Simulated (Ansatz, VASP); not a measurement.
**W: VASP beside Ansatz**

The input INCAR:

```
ALGO     = Normal         # electronic algorithm
EDIFF    = 1E-6           # SCF threshold, eV
EDIFFG   = -0.04          # ionic threshold
ENCUT    = 600            # plane-wave cutoff, eV
GGA      = PS             # functional
IBRION   = 2              # ionic algorithm
ISIF     = 3              # what is computed and relaxed
ISMEAR   = 0              # smearing method
LASPH    = T              # aspherical terms in the spheres
LCHARG   = F              # write CHGCAR
LREAL    = F              # projectors in reciprocal space
LWAVE    = F              # write WAVECAR
NELM     = 80             # most SCF steps
NSW      = 90             # ionic steps
PREC     = Accurate       # precision mode
SIGMA    = 0.1            # smearing width, eV
```

Contents of KPOINTS:

```
k-points
0
Gamma
  9 9 2
```

The input POSCAR:

```
W
1.0
    2.7588444150      0.0000000000      0.0000000000
   -1.3794222075      2.3892293485      0.0000000000
    0.0000000000      0.0000000000      9.7523701174
W
4
Direct
    0.0000000000      0.0000000000      0.0000000000
    0.0000000000      0.0000000000      0.5000000000
    0.3333333333      0.6666666667      0.7500000000
    0.6666666667      0.3333333333      0.2500000000
```

Input for Ansatz:

```yaml
crystal:
  lattice:
    - [2.758844415, 0.0, 0.0]
    - [-1.3794222075, 2.3892293485, 0.0]
    - [0.0, 0.0, 9.7523701174]
  atoms:
    - { symbol: W, position: [0.0, 0.0, 0.0] }
    - { symbol: W, position: [0.0, 0.0, 0.5] }
    - { symbol: W, position: [0.3333333333, 0.6666666667, 0.75] }
    - { symbol: W, position: [0.6666666667, 0.3333333333, 0.25] }
basis:
  ecutwfc: 420
kpoints:
  mp_grid: { grid: [9, 9, 2] }
hamiltonian:
  xc: pbesol
scf:
  occupations: { method: gaussian, width: 0.1 }
  lower_state_search: "off"
output:
  forces: true
  stress: true
  eigenvalues: true
relax:
  adjacent_minimum: "off"
  f_tol: 0.04
  max_steps: 70
  cell: { stress_tol: 0.4 }
```

Alike in both runs: task relaxation of cell and atoms; functional PBEsol; k mesh 9 × 9 × 2; occupations gaussian, width 0.1 eV; no spin polarisation.

```csv
,VASP,Ansatz
version,VASP 6.6.1,Ansatz 0.2.0
potentials or method,"VASP PAW PBE potentials, release 64 (W_sv), cutoff 600 eV","scalar-relativistic, plane waves, PAW"
valence electrons in the cell,56,56
```

Ansatz gave:

* gap on the k mesh at the Fermi level, each at its own relaxed structure (eV): none
* relaxed volume (Å³/atom): 16.05
* relaxed length of the cell vector where the two differ most in proportion (Å): 9.731

Task: Estimate VASP's values.

Result: gap on the k mesh at the Fermi level, each at its own relaxed structure (eV): none; relaxed volume (Å³/atom): 16.10; relaxed length of the cell vector where the two differ most in proportion (Å): 9.746.

VASP's potentials were made for PBE, not for PBEsol. A gap of «none» marks a metal or a gap that the smearing closes.

Spin-orbit coupling is off throughout.
